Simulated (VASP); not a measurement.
Ni, 3 atoms in the cell. Symmetry: P6/mmm, No. 191, hexagonal system. Conventional cell: a = 3.954 Å, b = 3.954 Å, c = 2.424 Å, α = 90.00°, β = 90.00°, γ = 120.00°. Within 3.2 Å of Ni (site symmetry 6/mmm) lie 14 Ni at 2.42 to 2.58 Å. Within 3.0 Å of Ni (site symmetry -6m2) lie 11 Ni at 2.28 to 2.58 Å. This isn't the form of Ni at room conditions, which is fcc.

| Quantity | Value |
| --- | --- |
| Program | VASP 6.6.1 |
| Task | relaxation of cell and atoms |
| Functional | PBE |
| Potentials or basis | VASP PAW PBE potentials, release 64 (Ni) |
| Cutoff | 600 eV |
| k mesh | 9 × 9 × 13 |
| Occupations | fermi-dirac, width 0.1 eV |
| Spin | no spin polarisation |
| Dipole correction | no |
| Further INCAR settings | ALGO = Normal; EDIFF = 1e-06; IBRION = 2; EDIFFG = -0.01; NSW = 80; ISIF = 3 |

Potentials or basis: VASP PAW PBE potentials, release 64 (Ni).

Run with:

```bash
$ cat potpaw_PBE.64/Ni/POTCAR > POTCAR
$ mpirun -np 1 vasp_std > vasp.out
```

Hardware: 1 thread of AMD EPYC 9R45 96-Core Processor (Zen 5) (shared host).

Q: How long does it take, and how much memory?

A: Wall time 100 s on 1 thread of AMD EPYC 9R45 96-Core Processor (Zen 5) (shared host), peak memory 0.16 GiB. Counts: scf iterations 64, k points 84, ion steps 7.
